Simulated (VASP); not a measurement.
Set up this calculation in VASP 6.6.1, as the native input.

- Task: single point
- Functional: PBE
- Dispersion: D3(BJ)
- Potentials or basis: VASP PAW PBE potentials, release 64 (S, Na_pv)
- Cutoff: 500 eV
- k mesh: 6 × 6 × 6
- Occupations: gaussian, width 0.05 eV
- Spin: no spin polarisation
- Dipole correction: no
- Further INCAR settings: ALGO = Normal; EDIFF = 1e-06; NBANDS = 17

The structure of Na2S lies in POSCAR:

```
Na2S
1.0
    0.0000000000      3.1628399678      3.1628399678
    3.1628399678      0.0000000000      3.1628399678
    3.1628399678      3.1628399678      0.0000000000
S Na
1 2
Direct
    0.0000000000      0.0000000000      0.0000000000
    0.2500000000      0.2500000000      0.2500000000
    0.7500000000      0.7500000000      0.7500000000
```

The input as run:

INCAR

```
SYSTEM = Na2S
PREC = Accurate
ENCUT = 500
EDIFF = 1E-6
ISMEAR = 0
SIGMA = 0.05
LREAL = .False.
LASPH = .True.
NELM = 120
ALGO = Normal
ISIF = 2
LWAVE = .False.
LCHARG = .False.
GGA = PE
IVDW = 12
NBANDS = 17
GGA_COMPAT = .False.
```

KPOINTS

```
regular mesh
0
Gamma
  6 6 6
  0 0 0
```

Potentials or basis: VASP PAW PBE potentials, release 64 (S, Na_pv).

Run with:

```console
$ cat potpaw_PBE.64/S/POTCAR potpaw_PBE.64/Na_pv/POTCAR > POTCAR
$ mpirun -np 1 vasp_std > vasp.out
```

Results of the run:

```yaml
Pressure: 2.0 GPa
Band_gap_on_the_k_mesh: 2.83 eV
Dispersion_energy_per_atom: -0.261 eV
```

Wall time 27 s on 1 thread of Intel Xeon 8259CL, on a shared host, peak memory 0.2 GiB.
